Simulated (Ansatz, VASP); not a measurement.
**Two plane-wave programs on TaN**

File INCAR:

```
SYSTEM = TaN
  ALGO = Normal
  EDIFF = 1E-6
  ENCUT = 600
  GGA = CA
  GGA_COMPAT = .False.
  ISIF = 2
  ISMEAR = 0
  LASPH = .True.
  LCHARG = .True.
  LELF = .True.
  LREAL = .False.
  LVHAR = .True.
  LWAVE = .False.
  NBANDS = 16
  NELM = 120
  PREC = Accurate
  SIGMA = 0.15
```

The input KPOINTS:

```
k-points
0
Gamma
  18 18 18
  0 0 0
```

Contents of POSCAR:

```
TaN
1.0
    0.0000000000      2.2101387059      2.2101387059
    2.2101387059      0.0000000000      2.2101387059
    2.2101387059      2.2101387059      0.0000000000
Ta N
1 1
Direct
    0.4967417379      0.5032582621      0.5032582621
    0.0420914985     -0.0420914985     -0.0420914985
```

Input for Ansatz:

```yaml
crystal:
  lattice:
    - [0.0, 2.2101387059, 2.2101387059]
    - [2.2101387059, 0.0, 2.2101387059]
    - [2.2101387059, 2.2101387059, 0.0]
  atoms:
    - { symbol: Ta, position: [0.4967417379, 0.5032582621, 0.5032582621] }
    - { symbol: "N", position: [0.0420914985, -0.0420914985, -0.0420914985] }
basis:
  ecutwfc: 520.0
kpoints:
  mp_grid: { grid: [18, 18, 18] }
hamiltonian:
  xc: lda
  pseudopotentials: { kind: paw, azcp: { folder: soft_1 } }
scf:
  occupations: { method: gaussian, width: 0.15 }
output:
  forces: true
  stress: true
  eigenvalues: true
  write_density: true
  write_potential: true
  elf: true
  volumetric_format: npy
```

Change from the starting cell: mode 4 frozen in at -0.183 Å, equal normal strain along x, y and z +0.0167.

Alike in both runs: task single point; functional LDA; k mesh 18 × 18 × 18; occupations gaussian, width 0.15 eV; no spin polarisation.

```csv
,VASP,Ansatz
version,VASP 6.6.1,Ansatz 0.2.0
potentials or method,"VASP PAW LDA potentials, release 64 (Ta_sv_GW, N), cutoff 600 eV","scalar-relativistic, plane waves, PAW"
valence electrons in the cell,18,18
```

```tsv
	VASP	Ansatz	Ansatz less VASP
gap on the k mesh at the Fermi level (eV)	none	none	-
pressure (GPa)	-9.1	-10.3	-1.17
traceless stress, the component that is largest in VASP (GPa)	12.29	12.14	-0.154
rms of the force components (eV/Å)	1.029	1.010	-0.0189
```

Ansatz warns that its potentials were made for another functional, while VASP's fit it. LDA's correlation is that of Perdew and Zunger in VASP and of Perdew and Wang (1992) in Ansatz. Atom by atom the forces differ by 0.019 eV/Å (rms over components). A gap of «none» marks a metal or a gap that the smearing closes.

Spin-orbit coupling is off throughout.
